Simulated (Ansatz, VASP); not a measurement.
# One calculation of Zr3O, two programs

Contents of INCAR:

```
  ALGO = Normal
  EDIFF = 1E-6
  ENCUT = 520
  GGA = PS
  ISIF = 2
  ISMEAR = 0
  LASPH = T
  LCHARG = T
  LELF = T
  LREAL = F
  LVHAR = T
  LWAVE = F
  NBANDS = 52
  NELM = 60
  PREC = Accurate
  SIGMA = 0.15
```

KPOINTS

```
k-points
0
Gamma
  9 9 8
```

POSCAR

```
Zr3O
1.0
    5.4682318713      0.0000000000      0.0000000000
   -2.7341159356      4.7356277143      0.0000000000
    0.0000000000      0.0000000000      5.3769123990
Zr O
6 2
Direct
    0.3596178438      0.0000000000      0.0000000000
    0.3596178438      0.3596178438      0.5000000000
    0.0000000000      0.3596178438      0.0000000000
    0.6403821562      0.0000000000      0.5000000000
    0.6403821562      0.6403821562      0.0000000000
    0.0000000000      0.6403821562      0.5000000000
    0.3333333333      0.6666666667      0.2500000000
    0.6666666667      0.3333333333      0.7500000000
```

Input for Ansatz:

```yaml
crystal:
  lattice:
    - [5.4682318713, 0.0, 0.0]
    - [-2.7341159356, 4.7356277143, 0.0]
    - [0.0, 0.0, 5.376912399]
  atoms:
    - { symbol: Zr, position: [0.3596178438, 0.0, 0.0] }
    - { symbol: Zr, position: [0.3596178438, 0.3596178438, 0.5] }
    - { symbol: Zr, position: [0.0, 0.3596178438, 0.0] }
    - { symbol: Zr, position: [0.6403821562, 0.0, 0.5] }
    - { symbol: Zr, position: [0.6403821562, 0.6403821562, 0.0] }
    - { symbol: Zr, position: [0.0, 0.6403821562, 0.5] }
    - { symbol: O, position: [0.3333333333, 0.6666666667, 0.25] }
    - { symbol: O, position: [0.6666666667, 0.3333333333, 0.75] }
basis:
  ecutwfc: 520.0
kpoints:
  mp_grid: { grid: [9, 9, 8] }
hamiltonian:
  xc: pbesol
  pseudopotentials: { kind: paw, azcp: { folder: soft_1 } }
scf:
  occupations: { method: gaussian, width: 0.15 }
output:
  forces: true
  stress: true
  eigenvalues: true
```

Alike in both runs: task single point; functional PBEsol; k mesh 9 × 9 × 8; occupations gaussian, width 0.15 eV; no spin polarisation.

```csv
,VASP,Ansatz
version,VASP 6.6.1,Ansatz 0.2.0
potentials or method,"VASP PAW PBE potentials, release 64 (Zr_sv, O), cutoff 520 eV","scalar-relativistic, plane waves, PAW"
valence electrons in the cell,84,84
```

VASP gave:

```
gap on the k mesh at the Fermi level (eV)                     : none
pressure (GPa)                                                : 4.3
traceless stress, the component that is largest in VASP (GPa) : -4.75
rms of the force components (eV/Å)                            : 0.637
```

Task: Which values does Ansatz return?

Result: gap on the k mesh at the Fermi level (eV): none; pressure (GPa): 4.1; traceless stress, the component that is largest in VASP (GPa): -4.78; rms of the force components (eV/Å): 0.630.

VASP's potentials were made for PBE, not for PBEsol, and Ansatz warns of the same on its side. Atom by atom the forces differ by 0.007 eV/Å (rms over components). A gap of «none» marks a metal or a gap that the smearing closes.
